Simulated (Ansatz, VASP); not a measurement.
# Two plane-wave programs on NbAl4N3

File INCAR:

```
PREC = Accurate
ENCUT = 600
EDIFF = 1E-6
ISMEAR = 0
SIGMA = 0.1
LREAL = False
LASPH = True
NELM = 150
ALGO = Normal
ISIF = 3
LWAVE = False
LCHARG = False
ISPIN = 2
MAGMOM = 0 0 0 0 0 0 0 0
LORBIT = 11
LMAXMIX = 4
GGA = PE
IBRION = 2
NSW = 90
EDIFFG = -0.04
```

The input KPOINTS:

```
Automatic mesh
0
Gamma
  4 4 4
```

Contents of POSCAR:

```
NbAl4N3
1.0
   -3.5219190000      3.5219190000      3.5219190000
    3.5219190000     -3.5219190000      3.5219190000
    3.5219190000      3.5219190000     -3.5219190000
Al Nb N
4 1 3
Direct
    0.5000000000      0.5000000000      0.5000000000
    0.0000000000      0.0000000000      0.5000000000
    0.0000000000      0.5000000000      0.0000000000
    0.5000000000      0.0000000000      0.0000000000
    0.0000000000      0.0000000000      0.0000000000
    0.0000000000      0.5000000000      0.5000000000
    0.5000000000      0.0000000000      0.5000000000
    0.5000000000      0.5000000000      0.0000000000
```

Input for Ansatz:

```yaml
crystal:
  lattice:
    - [-3.521919, 3.521919, 3.521919]
    - [3.521919, -3.521919, 3.521919]
    - [3.521919, 3.521919, -3.521919]
  atoms:
    - { symbol: Al, position: [0.5, 0.5, 0.5] }
    - { symbol: Al, position: [0.0, 0.0, 0.5] }
    - { symbol: Al, position: [0.0, 0.5, 0.0] }
    - { symbol: Al, position: [0.5, 0.0, 0.0] }
    - { symbol: Nb, position: [0.0, 0.0, 0.0] }
    - { symbol: "N", position: [0.0, 0.5, 0.5] }
    - { symbol: "N", position: [0.5, 0.0, 0.5] }
    - { symbol: "N", position: [0.5, 0.5, 0.0] }
basis:
  ecutwfc: 420
kpoints:
  mp_grid: { grid: [4, 4, 4] }
hamiltonian:
  xc: pbe
scf:
  occupations: { method: gaussian, width: 0.1 }
  lower_state_search: "off"
output:
  forces: true
  stress: true
  eigenvalues: true
  populations: true
magnetization:
  spin_polarized: true
relax:
  adjacent_minimum: "off"
  f_tol: 0.04
  max_steps: 70
  cell: { stress_tol: 0.4 }
```

Alike in both runs: task relaxation of cell and atoms; functional PBE; k mesh 4 × 4 × 4; occupations gaussian, width 0.1 eV; collinear spin.

```csv
,VASP,Ansatz
version,VASP 6.6.1,Ansatz 0.2.0
potentials or method,"VASP PAW PBE potentials, release 64 (Al, Nb_sv, N), cutoff 600 eV","scalar-relativistic, plane waves, PAW"
valence electrons in the cell,40,40
```

Ansatz gave:

- gap on the k mesh at the Fermi level, each at its own relaxed structure (eV): none
- net moment per atom (μB): 0.00
- relaxed volume (Å³/atom): 12.13
- relaxed cell length with the largest relative difference (Å): 5.014

Estimate VASP's values.

gap on the k mesh at the Fermi level, each at its own relaxed structure (eV): none; net moment per atom (μB): 0.00; relaxed volume (Å³/atom): 12.17; relaxed cell length with the largest relative difference (Å): 5.019.

A gap of «none» marks a metal or a gap that the smearing closes. Ansatz's warnings: no starting moments.

Noted on VASP's run: the volume moved by over 15 % at a fixed basis, so the end points are rough.
